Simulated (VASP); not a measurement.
# Si16O (a cell with a defect) in VASP: further runs

The runs below take Si16O (a cell with a defect) through single point, with r2SCAN.

All numbers are computed with VASP 6.6.1; they aren't measurements. Logs are shortened: lines on timing, memory, paths and dates and some standing lists are left out, and cuts for length are marked.

**1. The cell of the first run**

The cell holds a defect, 17 atoms: a = 7.679 Å, b = 7.679 Å, c = 7.679 Å, α = 60.00°, β = 60.00°, γ = 60.00°.

**2. Single point, r2SCAN, collinear spin, zero start**

Input file POSCAR:

```
Si16O
1.0
    0.0000000000      5.4300000000      5.4300000000
    5.4300000000      0.0000000000      5.4300000000
    5.4300000000      5.4300000000      0.0000000000
Si O
16 1
Direct
   -0.0045052486     -0.0063181400      0.0145225599
    0.0745579190      0.1487050645      0.1528197974
   -0.0163050645     -0.0020837017      0.5267662063
    0.1220961326      0.1208228361      0.6397138122
    0.0442116943      0.5055527624     -0.0045660221
    0.1689338858      0.6178639042      0.1281804788
    0.0126945672      0.4948844383      0.5017010129
    0.1313260589      0.6219881215      0.6297822284
    0.4448618785      0.0357138122      0.0211771639
    0.6197527624      0.1214503683      0.1355746777
    0.4965144567     -0.0015032228      0.5103945672
    0.6081953039      0.1237148250      0.6476853591
    0.5389428177      0.4934936464     -0.0030115101
    0.5750876611      0.6653532228      0.1469077348
    0.5000318600      0.4971581952      0.5112152855
    0.6371850829      0.6244335175      0.6227209945
    0.8098842541      0.6853722836      0.0606067219
```

Input file INCAR.step1:

```
ALGO = Normal
EDIFF = 1E-4
ENCUT = 520
GGA = PE
ISMEAR = 0
ISPIN = 2
LASPH = T
LCHARG = F
LREAL = Auto
LWAVE = T
MAGMOM = 0 0 0 0 0 0 0 0 0 0 0 0 0 0 0 0 0
NBANDS = 53
NELM = 150
PREC = Accurate
SIGMA = 0.05
```

Input file INCAR.step2:

```
ALGO = Normal
EDIFF = 1E-6
ENCUT = 520
ISIF = 2
ISMEAR = 0
ISPIN = 2
ISTART = 1
LASPH = T
LCHARG = T
LELF = T
LMIXTAU = T
LORBIT = 11
LREAL = Auto
LVHAR = T
LWAVE = F
MAGMOM = 0 0 0 0 0 0 0 0 0 0 0 0 0 0 0 0 0
METAGGA = R2SCAN
NBANDS = 53
NELM = 150
PREC = Accurate
SIGMA = 0.05
```

Input file KPOINTS:

```
k-points
0
Gamma
  2 2 2
```

Potentials or basis: VASP PAW PBE potentials, release 64 (Si, O).

On the command line:

```console
$ cat potpaw_PBE.64/Si/POTCAR potpaw_PBE.64/O/POTCAR > POTCAR
$ cp INCAR.step1 INCAR
$ mpirun -np 1 vasp_std > vasp.out
$ cp INCAR.step2 INCAR
$ mpirun -np 1 vasp_std > vasp.out
```

OUTCAR:

```text
EDIFF = 1E-6
   ENCUT = 520
   ISIF = 2
   ISMEAR = 0
   ISPIN = 2
   ISTART = 1
   LASPH = T
   LORBIT = 11
   LREAL = Auto
   METAGGA = R2SCAN
   NELM = 150
   PREC = Accurate

 ion  position               nearest neighbor table
   1  0.995  0.994  0.015-   4 2.35   2 2.35  10 2.36   6 2.38
   2  0.075  0.149  0.153-   5 2.31   9 2.32   1 2.35   3 2.36
   3  0.984  0.998  0.527-   4 2.35  12 2.35   2 2.36   8 2.36
   4  0.122  0.121  0.640-  11 2.35   7 2.35   3 2.35   1 2.35
   5  0.044  0.506  0.995-  17 1.64   8 2.31   2 2.31   6 2.32  14 2.94
   6  0.169  0.618  0.128-   5 2.32  13 2.32   7 2.35   1 2.38
   7  0.013  0.495  0.502-   8 2.34   4 2.35   6 2.35  16 2.35
   8  0.131  0.622  0.630-   5 2.31  15 2.31   7 2.34   3 2.36
   9  0.445  0.036  0.021-   2 2.32  14 2.32  12 2.36  10 2.38
  10  0.620  0.121  0.136-  11 2.35  13 2.35   1 2.36   9 2.38
  11  0.497  0.998  0.510-   4 2.35  16 2.35  12 2.35  10 2.35
  12  0.608  0.124  0.648-  15 2.34  11 2.35   3 2.35   9 2.36
  13  0.539  0.493  0.997-  14 2.31   6 2.32  10 2.35  16 2.35
  14  0.575  0.665  0.147-  17 1.64  15 2.31  13 2.31   9 2.32   5 2.94
  15  0.500  0.497  0.511-   8 2.31  14 2.31  12 2.34  16 2.36
  16  0.637  0.624  0.623-  11 2.35  13 2.35   7 2.35  15 2.36
  17  0.810  0.685  0.061-  14 1.64   5 1.64

  LATTYP: Found a face centered cubic cell.
 ALAT       =    10.8600000000

  Lattice vectors:

 A1 = (   0.0000000000,   5.4300000000,   5.4300000000)
 A2 = (   5.4300000000,   0.0000000000,   5.4300000000)
 A3 = (   5.4300000000,   5.4300000000,   0.0000000000)

Analysis of symmetry for initial positions (statically):
=====================================================================
 Subroutine PRICEL returns:
 Original cell was already a primitive cell.

 Routine SETGRP: Setting up the symmetry group for a
 face centered cubic supercell.

 Subroutine GETGRP returns: Found  1 space group operations
 (whereof  1 operations were pure point group operations)
 out of a pool of 48 trial point group operations.

The static configuration has the point symmetry C_1 .

Analysis of symmetry for dynamics (positions and initial velocities):
=====================================================================
 Subroutine PRICEL returns:
 Original cell was already a primitive cell.

 Routine SETGRP: Setting up the symmetry group for a
 face centered cubic supercell.

 Subroutine GETGRP returns: Found  1 space group operations
 (whereof  1 operations were pure point group operations)
 out of a pool of 48 trial point group operations.

The dynamic configuration has the point symmetry C_1 .

Analysis of structural, dynamic, and magnetic symmetry:
=====================================================================
 Subroutine PRICEL returns:
 Original cell was already a primitive cell.

 Routine SETGRP: Setting up the symmetry group for a
 face centered cubic supercell.

 Subroutine GETGRP returns: Found  1 space group operations
 (whereof  1 operations were pure point group operations)
 out of a pool of 48 trial point group operations.

The overall configuration has the point symmetry C_1 .

 Subroutine INISYM returns: Found  1 space group operations
 (whereof  1 operations are pure point group operations),
 and found     1 'primitive' translations

----------------------------------------------------------------------------------------

                                     Primitive cell

  volume of cell :     320.2060

  direct lattice vectors                    reciprocal lattice vectors
     0.000000000  5.430000000  5.430000000    -0.092081031  0.092081031  0.092081031
     5.430000000  0.000000000  5.430000000     0.092081031 -0.092081031  0.092081031
     5.430000000  5.430000000  0.000000000     0.092081031  0.092081031 -0.092081031

  length of vectors
     7.679179644  7.679179644  7.679179644     0.159489025  0.159489025  0.159489025

  position of ions in fractional coordinates (direct lattice)
     0.995494751  0.993681860  0.014522560
     0.074557919  0.148705064  0.152819797
     0.983694935  0.997916298  0.526766206
     0.122096133  0.120822836  0.639713812
     0.044211694  0.505552762  0.995433978
     0.168933886  0.617863904  0.128180479
[... 9 lines left out ...]
     0.637185083  0.624433518  0.622720994
     0.809884254  0.685372284  0.060606722

  ion indices of the primitive-cell ions
   primitive index   ion index
                 1           1
                 2           2
                 3           3
                 4           4
                 5           5
                 6           6
[... 9 lines left out ...]
                16          16
                17          17

----------------------------------------------------------------------------------------

 KPOINTS: k-points

Automatic generation of k-mesh.
 Grid dimensions read from file:
 generate k-points for:    2    2    2

 Generating k-lattice:

  Cartesian coordinates                     Fractional coordinates (reciprocal lattice)
    -0.046040516  0.046040516  0.046040516     0.500000000  0.000000000  0.000000000
     0.046040516 -0.046040516  0.046040516     0.000000000  0.500000000  0.000000000
     0.046040516  0.046040516 -0.046040516     0.000000000  0.000000000  0.500000000

  Length of vectors
     0.079744512  0.079744512  0.079744512

  Shift w.r.t. Gamma in fractional coordinates (k-lattice)
     0.000000000  0.000000000  0.000000000

 Subroutine IBZKPT returns following result:
 ===========================================

 Found      8 irreducible k-points:

 Following reciprocal coordinates:
            Coordinates               Weight
  0.000000  0.000000  0.000000      1.000000
  0.500000  0.000000  0.000000      1.000000
  0.000000  0.500000  0.000000      1.000000
  0.000000  0.000000  0.500000      1.000000
  0.500000  0.500000  0.500000      1.000000
  0.500000  0.500000  0.000000      1.000000
  0.000000  0.500000  0.500000      1.000000
  0.500000  0.000000  0.500000      1.000000
   k-points           NKPTS =      8   k-points in BZ     NKDIM =      8   number of bands    NBANDS=     53
   number of dos      NEDOS =    301   number of ions     NIONS =     17
   total plane-waves  NPLWV = 216000
   dimension x,y,z NGX =    60 NGY =   60 NGZ =   60
   dimension x,y,z NGXF=   120 NGYF=  120 NGZF=  120
   ions per type =              16   1
   NGX,Y,Z   is equivalent  to a cutoff of  12.99, 12.99, 12.99 a.u.
   NGXF,Y,Z  is equivalent  to a cutoff of  25.98, 25.98, 25.98 a.u.
 SYSTEM =  unknown system
   PREC   = accura    normal or accurate (medium, high low for compatibility)
   ISTART =      1    job   : 0-new  1-cont  2-samecut
   ICHARG =      0    charge: 1-file 2-atom 10-const
   ISPIN  =      2    spin polarized calculation?
   LNONCOLLINEAR =      F non collinear calculations
   LSORBIT =      F    spin-orbit coupling
   LASPH  =      T    aspherical Exc in radial PAW
   ENCUT  =  520.0 eV  38.22 Ry    6.18 a.u.  14.28 14.28 14.28*2*pi/ulx,y,z
   NELM   =    150;   NELMIN=  2; NELMDL=  0     # of ELM steps
   EDIFF  = 0.1E-05   stopping-criterion for ELM
   LREAL  =      T    real-space projection
   EDIFFG = 0.1E-04   stopping-criterion for IOM
   NSW    =      0    number of steps for IOM
   IBRION =     -1    ionic relax: 0-MD 1-quasi-New 2-CG
   NFREE  =      0    steps in history (QN), initial steepest desc. (CG)
   ISIF   =      2    stress and relaxation
   ISYM   =      2    0-nonsym 1-usesym 2-fastsym
   POTIM  = 0.5000    time-step for ionic-motion
   TEBEG  =    0.0;   TEEND  =   0.0 temperature during run
   PSTRESS=    0.0 pullay stress
   NELECT =      70.0000    total number of electrons
   NUPDOWN=      -1.0000    fix difference up-down
   EMIN   =  10.00;   EMAX   =-10.00  energy-range for DOS
   EFERMI =   0.00;   METHOD = LEGACY
   ISMEAR =     0;   SIGMA  =   0.05  broadening in eV -4-tet -1-fermi 0-gaus
   EFERMI_NEDOS =   21; number of points for ismear=-14 and -15
   IALGO  =     38    algorithm
   IMIX   =      4    mixing-type and parameters
     AMIX     =   0.40;   BMIX     =  1.00
     AMIX_MAG =   1.60;   BMIX_MAG =  1.00
  volume/ion in A,a.u.               =      18.84       127.11
  Fermi-wavevector in a.u.,A,eV,Ry     =   0.986199  1.863645 13.232857  0.972588
  Thomas-Fermi vector in A             =   2.117562
   LORBIT       =     11    0 simple, 1 ext, 2 COOP (PROOUT), +10 PAW based schemes
   METAGGA = R2SCAN    functional components
   LHFCALC =     F    Hartree Fock is set to
   AEXX    =    0.0000 exact exchange contribution
   IVDW    =     0    specifies the selected vdW correction
   LEPSILON=     F    determine dielectric tensor
   LRPA    =     F    only Hartree local field effects (RPA)
 spin polarized calculation
 Gauss-broadening in eV      SIGMA  =   0.05
  energy-cutoff  :      520.00
  volume of cell :      320.21
 maximum number of plane-waves:      8646
 NGX is ok and might be reduce to    60
   NGX = 29   NGY = 29   NGZ = 29

 number of electron      70.0000000 magnetization       0.0000000

 number of electron      70.0000000 magnetization      -0.0000000

 Free energy of the ion-electron system (eV)
  ---------------------------------------------------
  ext. energy  EPLUGINS =         0.00000000
  ---------------------------------------------------
  free energy    TOTEN  =      -147.61998286 eV

  energy without entropy =     -147.61998286  energy(sigma->0) =     -147.61998286

 E-fermi :   6.0189     XC(G=0):  -9.9719

 val. band max:        5.7892470324   @ k =   0.0000   0.0000   0.0000
 cond. band min:       6.4750168592   @ k =   0.0000   0.0000   0.0000
 fundamental gap:      0.6857698269
 Fermi energy:         6.0189448823

 spin component 1

 k-point     1 :       0.0000    0.0000    0.0000
  band No.  band energies     occupation
      1     -15.9398      1.00000
      2      -6.4653      1.00000
      3      -4.9941      1.00000
      4      -4.2332      1.00000
      5      -4.2086      1.00000
      6      -3.8393      1.00000
[... 389 lines left out ...]
     46      10.6006      0.00000
     47      10.6888      0.00000
 Fermi energy:         6.0189448823

 spin component 2

 k-point     1 :       0.0000    0.0000    0.0000
  band No.  band energies     occupation
      1     -15.9398      1.00000
      2      -6.4653      1.00000
      3      -4.9941      1.00000
      4      -4.2332      1.00000
      5      -4.2086      1.00000
      6      -3.8393      1.00000
[... 389 lines left out ...]
     46      10.6006      0.00000
     47      10.6888      0.00000
 [bands above 47 left out]

------------------------ aborting loop because EDIFF is reached ----------------------------------------

  FORCE on cell =-STRESS in cart. coord.  units (eV):
  Direction    XX          YY          ZZ          XY          YZ          ZX
  --------------------------------------------------------------------------------------
  -------------------------------------------------------------------------------------
  Total        6.4161938      7.0386038      6.3006968     -2.7530587      3.0438839     -3.4721180
  in kB       32.1039573     35.2182376     31.5260588    -13.7751575     15.2303254    -17.3730299
  external PRESSURE =      32.9494179 kB  Pullay stress =       0.0000000 kB

 VOLUME and BASIS-vectors are now :
 -----------------------------------------------------------------------------
  energy-cutoff  :      520.00
  volume of cell :      320.21
      direct lattice vectors                 reciprocal lattice vectors
     0.000000000  5.430000000  5.430000000    -0.092081031  0.092081031  0.092081031
     5.430000000  0.000000000  5.430000000     0.092081031 -0.092081031  0.092081031
     5.430000000  5.430000000  0.000000000     0.092081031  0.092081031 -0.092081031

 POSITION                                       TOTAL-FORCE (eV/Angst)
 -----------------------------------------------------------------------------------
      5.47455      5.48439     10.80123        -0.001221      0.010518      0.008886
      1.63728      1.23466      1.21232        -0.009881     -0.004407     -0.004195
      8.27903      8.20180     10.76015        -0.007257     -0.011516      0.017068
      4.12971      4.13663      1.31905         0.002349     -0.001658     -0.007718
      8.15036      5.64528      2.98522        -0.045650      0.068536      0.029311
      4.05102      1.61333      4.27231         0.004666     -0.013145      0.009773
[... 9 lines left out ...]
      6.77205      6.84129      6.85059        -0.000767      0.001309      0.007687
      4.05067      4.72677      8.11924         0.016728      0.002237      0.031051
 -----------------------------------------------------------------------------------
    total drift:                               -0.006690     -0.004158     -0.010700

  FREE ENERGIE OF THE ION-ELECTRON SYSTEM (eV)
  ---------------------------------------------------
  free  energy   TOTEN  =      -147.6199828581 eV

  energy  without entropy=     -147.6199828581  energy(sigma->0) =     -147.61998286

 total charge

# of ion       s       p       d       tot
------------------------------------------
    1        0.738   0.961   0.000   1.699
    2        0.740   0.996   0.000   1.735
    3        0.735   0.969   0.000   1.705
    4        0.734   0.983   0.000   1.716
    5        0.736   0.973   0.000   1.709
    6        0.744   0.985   0.000   1.729
[... 9 lines left out ...]
   16        0.735   0.972   0.000   1.707
   17        1.581   3.654   0.000   5.235
--------------------------------------------------
tot         13.382  19.348   0.000  32.730

 magnetization (x)

# of ion       s       p       d       tot
------------------------------------------
    1       -0.000   0.000   0.000  -0.000
    2       -0.000  -0.000   0.000  -0.000
    3       -0.000   0.000   0.000   0.000
    4       -0.000  -0.000   0.000  -0.000
    5       -0.000  -0.000   0.000  -0.000
    6       -0.000   0.000   0.000   0.000
[... 9 lines left out ...]
   16       -0.000   0.000   0.000   0.000
   17       -0.000   0.000   0.000   0.000
--------------------------------------------------
tot         -0.000   0.000   0.000  -0.000
```

Run time: 19 min. Hardware: 1 thread of Intel Xeon Platinum 8488C (Sapphire Rapids), shared host; peak memory 0.82 GiB.

Results:

* Free energy: -147.6200 eV
* Pressure: 3.3 GPa
* Largest force: 0.087 eV/Å
* Band gap on the k mesh: 0.69 eV
* Net moment: 0.00 μB per cell
* Valence electrons inside the program's atomic spheres: Si 1.70, 1.74, 1.71, 1.72, 1.73; O 5.24

Forces on the atoms (eV/Å):
```
Si  -0.001  0.011  0.009
Si  -0.010 -0.004 -0.004
Si  -0.007 -0.012  0.017
Si   0.002 -0.002 -0.008
Si  -0.046  0.069  0.029
Si   0.005 -0.013  0.010
Si  -0.006 -0.001 -0.003
Si   0.003 -0.001 -0.019
Si  -0.018  0.010 -0.009
Si   0.000  0.011  0.006
Si  -0.001 -0.007  0.008
Si   0.006  0.001 -0.005
Si   0.019 -0.010 -0.006
Si   0.031 -0.028 -0.054
Si   0.006 -0.027 -0.010
Si  -0.001  0.001  0.008
O    0.017  0.002  0.031
```

Caveat: the k points lie up to 0.50 Å⁻¹ apart; the PAW data sets were made with another functional, which shifts forces and pressure a little.

**3. Single point, r2SCAN, collinear spin, zero start**

Input file POSCAR:

```
Si16O
1.0
    0.0000000000      5.4300000000      5.4300000000
    5.4300000000      0.0000000000      5.4300000000
    5.4300000000      5.4300000000      0.0000000000
Si O
16 1
Direct
   -0.0001467772      0.0020333333     -0.0006187845
    0.1376470534      0.1272967772      0.1106439227
    0.0165000921      0.0008743094      0.4864558932
    0.1298943831      0.1236840700      0.6247352670
    0.0003356354      0.5008380295      0.0024649171
    0.1122172192      0.6278457643      0.1398151934
   -0.0082196133      0.4978074586      0.5153514733
    0.1203876611      0.6246942910      0.6337580110
    0.5110900552      0.0402830571     -0.0532368324
    0.6250059853      0.1251781768      0.1230155617
    0.5048727440     -0.0030970534      0.4988953959
    0.6429325967      0.1533639042      0.5763826888
    0.4864646409      0.4971399632      0.0431515654
    0.6359312155      0.6698816759      0.0786142726
    0.4862273481      0.5096652855      0.5474024862
    0.6184680479      0.6214251381      0.6732619705
    0.5472345304      0.6918614180      0.3133934622
```

INCAR.step1 is that of step 2.

Changes to INCAR.step2 since step 2:

```diff
@@ -8,4 +8,3 @@
 LASPH = T
-LCHARG = T
-LELF = T
+LCHARG = F
 LMIXTAU = T
@@ -13,3 +12,2 @@
 LREAL = Auto
-LVHAR = T
 LWAVE = F
```

KPOINTS is that of step 2.

Potentials or basis: VASP PAW PBE potentials, release 64 (Si, O).

On the command line:

```console
$ cat potpaw_PBE.64/Si/POTCAR potpaw_PBE.64/O/POTCAR > POTCAR
$ cp INCAR.step1 INCAR
$ mpirun -np 1 vasp_std > vasp.out
$ cp INCAR.step2 INCAR
$ mpirun -np 1 vasp_std > vasp.out
```

Run time: 18 min. Hardware: 1 thread of Intel Xeon Platinum 8488C (Sapphire Rapids), shared host; peak memory 0.81 GiB.

It converged, with:

* Free energy: -147.6184 eV
* Pressure: 3.2 GPa
* Largest force: 0.085 eV/Å
* Band gap on the k mesh: 0.69 eV
* Net moment: 0.00 μB per cell
* Valence electrons inside the program's atomic spheres: Si 1.72, 1.71, 1.70, 1.74, 1.73; O 5.23

Forces in eV/Å, atoms in the order of the input:
```
Si  -0.002 -0.003  0.014
Si   0.007 -0.007 -0.013
Si  -0.001  0.008  0.030
Si   0.003  0.000 -0.013
Si   0.019  0.009  0.005
Si   0.012 -0.005  0.000
Si   0.000  0.019  0.006
Si   0.005  0.004 -0.006
Si   0.015  0.021 -0.028
Si  -0.002  0.018  0.006
Si   0.013 -0.033 -0.001
Si  -0.013  0.022 -0.017
Si  -0.017 -0.027  0.003
Si   0.002 -0.010  0.016
Si   0.055  0.009 -0.064
Si  -0.040 -0.032  0.014
O   -0.058  0.007  0.046
```

Stress tensor (GPa, compression positive):
```
 3.02  1.47 -1.71
 1.47  3.43 -1.34
-1.71 -1.34  3.16
```

Levels at points of the mesh, in eV from the valence-band top:
Spin up:
```csv
k point,band 32,band 33,band 34,band 35,band 36,band 37,band 38,band 39
"(0.00, 0.00, 0.00)",-1.00,-0.33,-0.06,0.00,0.69,1.00,1.02,1.21
"(0.50, 0.00, 0.00)",-1.30,-0.81,-0.66,-0.61,1.44,1.72,1.85,1.92
"(0.00, 0.50, 0.00)",-1.29,-0.86,-0.67,-0.57,1.55,1.66,1.83,1.97
"(0.00, 0.00, 0.50)",-0.78,-0.73,-0.67,-0.07,1.40,1.69,1.76,1.79
"(0.50, 0.50, 0.50)",-1.30,-0.84,-0.65,-0.60,1.56,1.66,1.83,1.98
"(0.50, 0.50, 0.00)",-1.53,-1.35,-1.26,-0.61,1.49,1.70,2.61,2.70
"(0.00, 0.50, 0.50)",-1.52,-1.37,-1.27,-0.43,1.43,1.69,2.60,2.66
"(0.50, 0.00, 0.50)",-1.47,-1.42,-1.13,-0.96,1.61,1.70,2.60,2.69
```
Spin down:
| k point | band 33 | band 34 | band 35 | band 36 | band 37 | band 38 |
| --- | --- | --- | --- | --- | --- | --- |
| (0.00, 0.00, 0.00) | -0.33 | -0.06 | 0.00 | 0.69 | 1.00 | 1.02 |
| (0.50, 0.00, 0.00) | -0.81 | -0.66 | -0.61 | 1.44 | 1.72 | 1.85 |
| (0.00, 0.50, 0.00) | -0.86 | -0.67 | -0.57 | 1.55 | 1.66 | 1.83 |
| (0.00, 0.00, 0.50) | -0.73 | -0.67 | -0.07 | 1.40 | 1.69 | 1.76 |
| (0.50, 0.50, 0.50) | -0.84 | -0.65 | -0.60 | 1.56 | 1.66 | 1.83 |
| (0.50, 0.50, 0.00) | -1.35 | -1.26 | -0.61 | 1.49 | 1.70 | 2.61 |
| (0.00, 0.50, 0.50) | -1.37 | -1.27 | -0.43 | 1.43 | 1.69 | 2.60 |
| (0.50, 0.00, 0.50) | -1.42 | -1.13 | -0.96 | 1.61 | 1.70 | 2.60 |

Caveat: the k points lie up to 0.50 Å⁻¹ apart; the PAW data sets were made with another functional, which shifts forces and pressure a little.
